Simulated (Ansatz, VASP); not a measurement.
**One calculation of Bi, two programs**

```
Bi
1.0
     3.65562    0.00000    0.00000
    -1.82781    3.16586    0.00000
     0.00000    0.00000   12.36630
Bi
4
Direct
  0.00000 0.00000 0.00000
  0.00000 0.00000 0.50000
  0.33333 0.66667 0.25000
  0.66667 0.33333 0.75000
```

Alike in both runs: task single point; functional BLYP; k mesh 11 × 11 × 3; occupations fermi-dirac, width 0.1 eV; no spin polarisation.

```csv
,VASP,Ansatz
version,VASP 6.6.1,Ansatz 0.2.0
potentials or method,"VASP PAW PBE potentials, release 64 (Bi_d), cutoff 500 eV","plane waves (420 eV) with PAW, scalar-relativistic"
valence electrons in the cell,60,60
```

```csv
,VASP,Ansatz,Ansatz less VASP
pressure (GPa),-1.4,-1.5,-0.06
"traceless stress, the component that is largest in VASP (GPa)",0.20,0.21,+0.012
```

VASP's potentials were made for PBE, not for BLYP.

Neither program's run includes spin-orbit coupling.
